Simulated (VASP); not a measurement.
A run of VASP 6.6.1 is set up as follows.

Contents of INCAR:

```
  ALGO = Normal
  EDIFF = 1E-6
  ENCUT = 520
  GGA = PE
  ISIF = 2
  ISMEAR = -1
  LASPH = T
  LCHARG = F
  LREAL = F
  LWAVE = F
  NBANDS = 7
  NELM = 100
  PREC = Accurate
  SIGMA = 0.06122561905347299
```

File KPOINTS:

```
k-points
0
Gamma
  43 43 43
```

POSCAR

```
Mg
1.0
   -1.7897347796      1.7897347796      1.7897347796
    1.7897347796     -1.7897347796      1.7897347796
    1.7897347796      1.7897347796     -1.7897347796
Mg
1
Direct
    0.0000000000      0.0000000000      0.0000000000
```

Potentials or basis: VASP PAW PBE potentials, release 64 (Mg).

Command:

```console
$ cat potpaw_PBE.64/Mg/POTCAR > POTCAR
$ mpirun -np 1 vasp_std > vasp.out
```

(1) Estimate the pressure.

(2) Predict the band gap on the k mesh.

## Answers

(1) -0.1 GPa.

(2) zero (bands 1 and 2 overlap by 4.41 eV).
